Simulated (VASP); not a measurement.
# CsGaB (P4/mmm) in VASP: notebook

Runs on CsGaB. Level: PBE. Tasks: single point, relaxation of cell and atoms.

Everything below comes from runs of VASP 6.6.1. Logs are shortened: lines on timing, memory, paths and dates and some standing lists are left out, and cuts for length are marked.

**1. The cell of the first run**

Symmetry: P4/mmm, No. 123, tetragonal system. Conventional cell: a = 4.128 Å, b = 4.128 Å, c = 6.970 Å, α = 90.00°, β = 90.00°, γ = 90.00°. Within 3.8 Å of Cs (site symmetry 4/mmm) lie 4 B at 2.92 Å and 2 Ga at 3.48 Å. Within 4.6 Å of Ga (site symmetry 4/mmm) lie 2 Cs at 3.48 Å and 4 Ga at 4.13 Å and 8 B at 4.55 Å. Within 3.8 Å of B (site symmetry 4/mmm) lie 4 Cs at 2.92 Å.

The cell was generated, and may not be a known phase.

**2. Single point, PBE**

INCAR reads:

```
SYSTEM = CsGaB
  PREC = Accurate
  ENCUT = 520
  EDIFF = 1E-6
  ISMEAR = 0
  SIGMA = 0.1
  LREAL = .False.
  LASPH = .True.
  NELM = 60
  ALGO = Fast
  ISIF = 2
  LWAVE = .False.
  LCHARG = .False.
  GGA = PE
  NBANDS = 20
```

KPOINTS reads:

```
Automatic mesh
0
Gamma
  4 4 4
  0 0 0
```

POSCAR reads:

```
CsGaB
1.0
    4.1278370243      0.0000000000      0.0000000000
    0.0000000000      4.1278370243      0.0000000000
    0.0000000000      0.0000000000      6.9698577464
Cs Ga B
1 1 1
Direct
    0.5000000000      0.5000000000      0.5000000000
    0.5000000000      0.5000000000      0.0000000000
    0.0000000000      0.0000000000      0.5000000000
```

Potentials or basis: VASP PAW PBE potentials, release 64 (Cs_sv, Ga_d, B).

On the command line:

```
$ cat potpaw_PBE.64/Cs_sv/POTCAR potpaw_PBE.64/Ga_d/POTCAR potpaw_PBE.64/B/POTCAR > POTCAR
$ mpirun -np 1 vasp_std > vasp.out
```

OUTCAR:

```text
SYSTEM = CsGaB
   PREC = Accurate
   ENCUT = 520
   EDIFF = 1E-6
   ISMEAR = 0
   LREAL = .False.
   LASPH = .True.
   NELM = 60
   ISIF = 2
   GGA = PE

 ion  position               nearest neighbor table
   1  0.500  0.500  0.500-
   2  0.500  0.500  0.000-
   3  0.000  0.000  0.500-

  LATTYP: Found a simple tetragonal cell.
 ALAT       =     4.1278370243
 C/A-ratio  =     1.6885011945

  Lattice vectors:

 A1 = (   4.1278370243,   0.0000000000,   0.0000000000)
 A2 = (   0.0000000000,   4.1278370243,   0.0000000000)
 A3 = (   0.0000000000,   0.0000000000,   6.9698577464)

Analysis of symmetry for initial positions (statically):
=====================================================================
 Subroutine PRICEL returns:
 Original cell was already a primitive cell.

 Routine SETGRP: Setting up the symmetry group for a
 simple tetragonal supercell.

 Subroutine GETGRP returns: Found 16 space group operations
 (whereof 16 operations were pure point group operations)
 out of a pool of 16 trial point group operations.

The static configuration has the point symmetry D_4h.

Analysis of symmetry for dynamics (positions and initial velocities):
=====================================================================
 Subroutine PRICEL returns:
 Original cell was already a primitive cell.

 Routine SETGRP: Setting up the symmetry group for a
 simple tetragonal supercell.

 Subroutine GETGRP returns: Found 16 space group operations
 (whereof 16 operations were pure point group operations)
 out of a pool of 16 trial point group operations.

The dynamic configuration has the point symmetry D_4h.

 Subroutine INISYM returns: Found 16 space group operations
 (whereof 16 operations are pure point group operations),
 and found     1 'primitive' translations

----------------------------------------------------------------------------------------

                                     Primitive cell

  volume of cell :     118.7597

  direct lattice vectors                    reciprocal lattice vectors
     4.127837024  0.000000000  0.000000000     0.242257626  0.000000000  0.000000000
     0.000000000  4.127837024  0.000000000     0.000000000  0.242257626  0.000000000
     0.000000000  0.000000000  6.969857746     0.000000000  0.000000000  0.143474951

  length of vectors
     4.127837024  4.127837024  6.969857746     0.242257626  0.242257626  0.143474951

  position of ions in fractional coordinates (direct lattice)
     0.500000000  0.500000000  0.500000000
     0.500000000  0.500000000  0.000000000
     0.000000000  0.000000000  0.500000000

  ion indices of the primitive-cell ions
   primitive index   ion index
                 1           1
                 2           2
                 3           3

----------------------------------------------------------------------------------------

 KPOINTS: Automatic mesh

Automatic generation of k-mesh.
 Grid dimensions read from file:
 generate k-points for:    4    4    4

 Generating k-lattice:

  Cartesian coordinates                     Fractional coordinates (reciprocal lattice)
     0.060564407  0.000000000  0.000000000     0.250000000  0.000000000  0.000000000
     0.000000000  0.060564407  0.000000000     0.000000000  0.250000000  0.000000000
     0.000000000  0.000000000  0.035868738     0.000000000  0.000000000  0.250000000

  Length of vectors
     0.060564407  0.060564407  0.035868738

  Shift w.r.t. Gamma in fractional coordinates (k-lattice)
     0.000000000  0.000000000  0.000000000

 Subroutine IBZKPT returns following result:
 ===========================================

 Found     18 irreducible k-points:

 Following reciprocal coordinates:
            Coordinates               Weight
  0.000000  0.000000  0.000000      1.000000
  0.250000  0.000000  0.000000      4.000000
  0.500000  0.000000  0.000000      2.000000
  0.250000  0.250000  0.000000      4.000000
  0.500000  0.250000  0.000000      4.000000
  0.500000  0.500000  0.000000      1.000000
[... 10 lines left out ...]
  0.500000  0.250000  0.500000      4.000000
  0.500000  0.500000  0.500000      1.000000
   k-points           NKPTS =     18   k-points in BZ     NKDIM =     18   number of bands    NBANDS=     20
   number of dos      NEDOS =    301   number of ions     NIONS =      3
   total plane-waves  NPLWV =  55296
   dimension x,y,z NGX =    32 NGY =   32 NGZ =   54
   dimension x,y,z NGXF=    64 NGYF=   64 NGZF=  108
   ions per type =               1   1   1
   NGX,Y,Z   is equivalent  to a cutoff of  12.89, 12.89, 12.88 a.u.
   NGXF,Y,Z  is equivalent  to a cutoff of  25.78, 25.78, 25.76 a.u.
 SYSTEM =  CsGaB
   PREC   = accura    normal or accurate (medium, high low for compatibility)
   ISTART =      0    job   : 0-new  1-cont  2-samecut
   ICHARG =      2    charge: 1-file 2-atom 10-const
   ISPIN  =      1    spin polarized calculation?
   LNONCOLLINEAR =      F non collinear calculations
   LSORBIT =      F    spin-orbit coupling
   LASPH  =      T    aspherical Exc in radial PAW
   ENCUT  =  520.0 eV  38.22 Ry    6.18 a.u.   7.68  7.68 12.96*2*pi/ulx,y,z
   NELM   =     60;   NELMIN=  2; NELMDL= -5     # of ELM steps
   EDIFF  = 0.1E-05   stopping-criterion for ELM
   LREAL  =      F    real-space projection
   EDIFFG = 0.1E-04   stopping-criterion for IOM
   NSW    =      0    number of steps for IOM
   IBRION =     -1    ionic relax: 0-MD 1-quasi-New 2-CG
   NFREE  =      0    steps in history (QN), initial steepest desc. (CG)
   ISIF   =      2    stress and relaxation
   ISYM   =      2    0-nonsym 1-usesym 2-fastsym
   POTIM  = 0.5000    time-step for ionic-motion
   TEBEG  =    0.0;   TEEND  =   0.0 temperature during run
   PSTRESS=    0.0 pullay stress
   NELECT =      25.0000    total number of electrons
   NUPDOWN=      -1.0000    fix difference up-down
   EMIN   =  10.00;   EMAX   =-10.00  energy-range for DOS
   EFERMI =   0.00;   METHOD = LEGACY
   ISMEAR =     0;   SIGMA  =   0.10  broadening in eV -4-tet -1-fermi 0-gaus
   EFERMI_NEDOS =   21; number of points for ismear=-14 and -15
   IALGO  =     68    algorithm
   IMIX   =      4    mixing-type and parameters
     AMIX     =   0.40;   BMIX     =  1.00
     AMIX_MAG =   1.60;   BMIX_MAG =  1.00
  volume/ion in A,a.u.               =      39.59       267.14
  Fermi-wavevector in a.u.,A,eV,Ry     =   0.973864  1.840337 12.903928  0.948412
  Thomas-Fermi vector in A             =   2.104278
   LORBIT       =      0    0 simple, 1 ext, 2 COOP (PROOUT), +10 PAW based schemes
   GGA     = PE    functional components
   LHFCALC =     F    Hartree Fock is set to
   AEXX    =    0.0000 exact exchange contribution
   IVDW    =     0    specifies the selected vdW correction
   LEPSILON=     F    determine dielectric tensor
   LRPA    =     F    only Hartree local field effects (RPA)
 non-spin polarized calculation
 RMM-DIIS sequential band-by-band and
 Gauss-broadening in eV      SIGMA  =   0.10
  energy-cutoff  :      520.00
  volume of cell :      118.76
 maximum number of plane-waves:      3232
 NGX is ok and might be reduce to    32
   NGX = 15   NGY = 15   NGZ = 25

 number of electron      24.9999994 magnetization

 Free energy of the ion-electron system (eV)
  ---------------------------------------------------
  ext. energy  EPLUGINS =         0.00000000
  ---------------------------------------------------
  free energy    TOTEN  =        -4.26044416 eV

  energy without entropy =       -4.24910105  energy(sigma->0) =       -4.25477261

 E-fermi :   0.8936     XC(G=0):  -7.4911

 val. band max:        0.8887459314   @ k =   0.0000   0.0000   0.0000
 cond. band min:       0.9067401314   @ k =   0.2500   0.2500   0.0000
 fundamental gap:      0.0179942000
 Fermi energy:         0.8936457716

 k-point     1 :       0.0000    0.0000    0.0000
  band No.  band energies     occupation
      1     -21.2299      2.00000
      2     -14.7997      2.00000
      3     -14.7772      2.00000
      4     -14.7772      2.00000
      5     -14.7562      2.00000
      6     -14.7418      2.00000
[... 12 lines left out ...]
     19       5.5975      0.00000
     20       6.5369      0.00000

 k-point     2 :       0.2500    0.0000    0.0000
  band No.  band energies     occupation
      1     -21.1867      2.00000
      2     -14.7982      2.00000
      3     -14.7791      2.00000
      4     -14.7770      2.00000
      5     -14.7516      2.00000
      6     -14.7435      2.00000
[... 12 lines left out ...]
     19       6.1007      0.00000
     20       6.1543      0.00000

 k-point     3 :       0.5000    0.0000    0.0000
  band No.  band energies     occupation
      1     -21.1425      2.00000
      2     -14.7969      2.00000
      3     -14.7810      2.00000
      4     -14.7769      2.00000
      5     -14.7468      2.00000
      6     -14.7451      2.00000
[... 12 lines left out ...]
     19       6.5429      0.00000
     20       7.2970      0.00000

 k-point     4 :       0.2500    0.2500    0.0000
  band No.  band energies     occupation
      1     -21.1448      2.00000
      2     -14.7965      2.00000
      3     -14.7789      2.00000
      4     -14.7789      2.00000
      5     -14.7472      2.00000
      6     -14.7452      2.00000
[... 12 lines left out ...]
     19       6.4476      0.00000
     20       6.6076      0.00000

 k-point     5 :       0.5000    0.2500    0.0000
  band No.  band energies     occupation
      1     -21.1020      2.00000
      2     -14.7951      2.00000
      3     -14.7808      2.00000
      4     -14.7787      2.00000
      5     -14.7470      2.00000
      6     -14.7425      2.00000
[... 12 lines left out ...]
     19       5.0869      0.00000
     20       6.6907      0.00000
[... 215 lines left out ...]
      6     -14.7451      2.00000
[... 12 lines left out ...]
     19       7.2420      0.00000
     20       7.3184      0.00000

 k-point    16 :       0.2500    0.2500    0.5000
  band No.  band energies     occupation
      1     -21.1441      2.00000
      2     -14.8003      2.00000
      3     -14.7790      2.00000
      4     -14.7790      2.00000
      5     -14.7472      2.00000
      6     -14.7452      2.00000
[... 12 lines left out ...]
     19       6.3032      0.00000
     20       7.1024      0.00000

 k-point    17 :       0.5000    0.2500    0.5000
  band No.  band energies     occupation
      1     -21.1013      2.00000
      2     -14.7988      2.00000
      3     -14.7809      2.00000
      4     -14.7788      2.00000
      5     -14.7470      2.00000
      6     -14.7425      2.00000
[... 12 lines left out ...]
     19       6.2101      0.00000
     20       6.2550      0.00000

 k-point    18 :       0.5000    0.5000    0.5000
  band No.  band energies     occupation
      1     -21.0600      2.00000
      2     -14.7973      2.00000
      3     -14.7807      2.00000
      4     -14.7807      2.00000
      5     -14.7489      2.00000
      6     -14.7380      2.00000
[... 12 lines left out ...]
     19       5.3829      0.00000
     20       5.9334      0.00000

------------------------ aborting loop because EDIFF is reached ----------------------------------------

  FORCE on cell =-STRESS in cart. coord.  units (eV):
  Direction    XX          YY          ZZ          XY          YZ          ZX
  --------------------------------------------------------------------------------------
  -------------------------------------------------------------------------------------
  Total        0.0633411      0.0633411      0.1147039      0.0000000     -0.0000000      0.0000000
  in kB        0.8545293      0.8545293      1.5474615      0.0000000     -0.0000000      0.0000000
  external PRESSURE =       1.0855067 kB  Pullay stress =       0.0000000 kB

 VOLUME and BASIS-vectors are now :
 -----------------------------------------------------------------------------
  energy-cutoff  :      520.00
  volume of cell :      118.76
      direct lattice vectors                 reciprocal lattice vectors
     4.127837024  0.000000000  0.000000000     0.242257626  0.000000000  0.000000000
     0.000000000  4.127837024  0.000000000     0.000000000  0.242257626  0.000000000
     0.000000000  0.000000000  6.969857746     0.000000000  0.000000000  0.143474951

 POSITION                                       TOTAL-FORCE (eV/Angst)
 -----------------------------------------------------------------------------------
      2.06392      2.06392      3.48493         0.000000      0.000000      0.000000
      2.06392      2.06392      0.00000         0.000000      0.000000      0.000000
      0.00000      0.00000      3.48493         0.000000      0.000000      0.000000
 -----------------------------------------------------------------------------------
    total drift:                                0.000000     -0.000000     -0.000000

  FREE ENERGIE OF THE ION-ELECTRON SYSTEM (eV)
  ---------------------------------------------------
  free  energy   TOTEN  =        -4.2604441644 eV

  energy  without entropy=       -4.2491010537  energy(sigma->0) =       -4.25477261
```

It took 57 s on 1 thread of AMD EPYC 7R43 (Zen 3), shared host; peak memory 0.21 GiB.

Results:

```
Free energy            : -4.2604 eV
Pressure               : 0.1 GPa
Band gap on the k mesh : zero (an odd number of electrons rules out a gap without spin polarisation)
```

Levels at points of the mesh, in eV from the Fermi level:
```csv
k point,band 8,band 9,band 10,band 11,band 12,band 13,band 14,band 15,band 16,band 17
"(0.00, 0.00, 0.00)",-8.75,-8.75,-6.24,-5.45,0.00,1.78,1.78,1.93,2.50,2.98
"(0.50, 0.00, 0.00)",-9.04,-8.52,-5.50,-3.54,-0.80,-0.50,-0.29,-0.16,1.63,3.49
"(0.50, 0.50, 0.00)",-9.61,-8.92,-5.61,-4.91,0.27,0.27,0.77,2.08,2.08,2.32
"(0.00, 0.00, 0.50)",-8.75,-8.75,-5.70,-5.59,-0.36,0.62,1.80,1.80,2.54,2.69
"(0.50, 0.00, 0.50)",-9.12,-8.52,-5.10,-3.52,-1.37,-0.88,-0.16,0.40,1.13,3.27
"(0.50, 0.50, 0.50)",-9.60,-8.98,-5.60,-4.54,-0.01,-0.01,0.63,0.92,1.97,1.97
```

Caveat: the k points lie up to 0.38 Å⁻¹ apart, too coarse for converged energies and pressures of a metal; spin-orbit coupling is left out, which moves the levels of the heavy elements.

(Part 1 of 2 ends here.)

The gap in the log of VASP goes by the Fermi energy; the results here count the filled bands.